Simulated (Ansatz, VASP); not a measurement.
Two plane-wave programs on GaAs

```
Ga As
1.0
     2.82915    2.82915    0.00000
    -2.82915    2.82915    0.00000
     0.00000    2.82915    2.82915
Ga As
1 1
Direct
  0.00000 0.00000 0.00000
  0.75000 0.25000 0.50000
```

Alike in both runs: functional PBEsol; k mesh 12 × 12 × 12; occupations fermi-dirac, width 0.05 eV; no spin polarisation.

Ansatz relaxed the structure, and its values are those at the end. VASP's run is a single point on that final structure, the one shown.

|  | VASP | Ansatz |
| --- | --- | --- |
| version | VASP 6.6.1 | Ansatz 0.2.0 |
| potentials or method | VASP PAW PBE potentials, release 64 (Ga_d, As) | PAW with Ansatz's default frozen-core files, scalar-relativistic |
| plane-wave cutoff (eV) | 520 | 420 |
| valence electrons in the cell | 18 | 28 |

VASP gave:

```
pressure (GPa) : 0.2
```

Question: What did Ansatz give for the same quantities?

Answer: Pressure (GPa): 0.0.

VASP's potentials were made for PBE, not for PBEsol. VASP's potentials hold 18 valence electrons a cell and Ansatz's 28, so a difference there can come from the potentials and not from the codes.
